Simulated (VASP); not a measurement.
The system is NaH.

```xyz
2
Lattice="2.9551 0.0000 0.0000 0.0000 2.9551 0.0000 0.0000 0.0000 2.9551" Properties=species:S:1:pos:R:3 pbc="T T T"
Na    0.0000    0.0000    0.0000
H     1.4776    1.4776    1.4776
```

Base run:

| Quantity | Value |
| --- | --- |
| Program | VASP 6.6.1 |
| Functional | PBEsol |
| Potentials or basis | VASP PAW PBE potentials, release 64 (Na_pv, H) |
| Cutoff | 520 eV |
| k mesh | 9 × 9 × 9 |
| Occupations | gaussian, width 0.05 eV |
| Spin | no spin polarisation |

Its results: band gap on the k mesh 1.29 eV, indirect (least direct gap 4.70 eV); pressure -0.4 GPa.

Q: The run is repeated on the same cell with these changes: functional from PBEsol to RPBE. What comes out?

A: Band gap on the k mesh 1.74 eV, indirect (least direct gap 4.98 eV); pressure 1.6 GPa.

RPBE binds less tightly than PBEsol, so the same cell stands under more pressure.

Caveats: the PAW data sets were made with another functional, which shifts forces and pressure a little.

A k mesh can miss the band edges.
